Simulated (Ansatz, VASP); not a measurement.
Hg: VASP beside Ansatz

The input INCAR:

```
SYSTEM = Hg
  PREC = Accurate
  ENCUT = 410
  EDIFF = 1E-8
  ISMEAR = -1
  SIGMA = 0.05
  LREAL = .False.
  LASPH = .True.
  NELM = 120
  ALGO = Normal
  ISIF = 2
  LWAVE = .False.
  LCHARG = .False.
  GGA = PS
  LEFG = .True.
  NBANDS = 37
  GGA_COMPAT = .False.
```

The input KPOINTS:

```
regular mesh
0
Gamma
  8 8 9
  0 0 0
```

Contents of POSCAR:

```
Hg
1.0
    4.5400020208      0.0000000000      0.0000000000
   -2.2700010104      3.9317570832      0.0000000000
    0.0000000000      0.0000000000      3.9474000000
Hg
3
Direct
    0.3333333333      0.6666666667      0.5000000000
    0.0000000000      0.0000000000      0.0000000000
    0.6666666667      0.3333333333      0.5000000000
```

Input for Ansatz:

```yaml
crystal:
  lattice:
    - [4.5400020208, 0.0, 0.0]
    - [-2.2700010104, 3.9317570832, 0.0]
    - [0.0, 0.0, 3.9474]
  atoms:
    - { symbol: Hg, position: [0.3333333333, 0.6666666667, 0.5] }
    - { symbol: Hg, position: [0.0, 0.0, 0.0] }
    - { symbol: Hg, position: [0.6666666667, 0.3333333333, 0.5] }
kpoints:
  mp_grid: { grid: [8, 8, 9] }
scf:
  occupations: { method: fermi_dirac, width: 0.05 }
hamiltonian:
  xc: pbesol
  pseudopotentials: { kind: paw }
output:
  forces: true
  stress: true
  eigenvalues: true
  efg: { contact_densities: true }
```

Change from the starting cell: zz strain of +2 %, PAW files.

Alike in both runs: task electric field gradients; functional PBEsol; k mesh 8 × 8 × 9; occupations fermi-dirac, width 0.05 eV; no spin polarisation.

```csv
,VASP,Ansatz
version,VASP 6.6.1,Ansatz 0.2.0
potentials or method,"VASP PAW PBE potentials, release 64 (Hg_sv_GW)","PAW with Ansatz's default frozen-core files, scalar-relativistic"
plane-wave cutoff (eV),410,420
valence electrons in the cell,60,60
```

```tsv
	VASP	Ansatz	Ansatz less VASP
size of Vzz on the site where it differs most (V/Å²)	285.7	257.9	-27.77
```

VASP's potentials were made for PBE, not for PBEsol. With one functional, cell and mesh, what is left measures potentials, basis and numerics.

Neither program's run includes spin-orbit coupling.
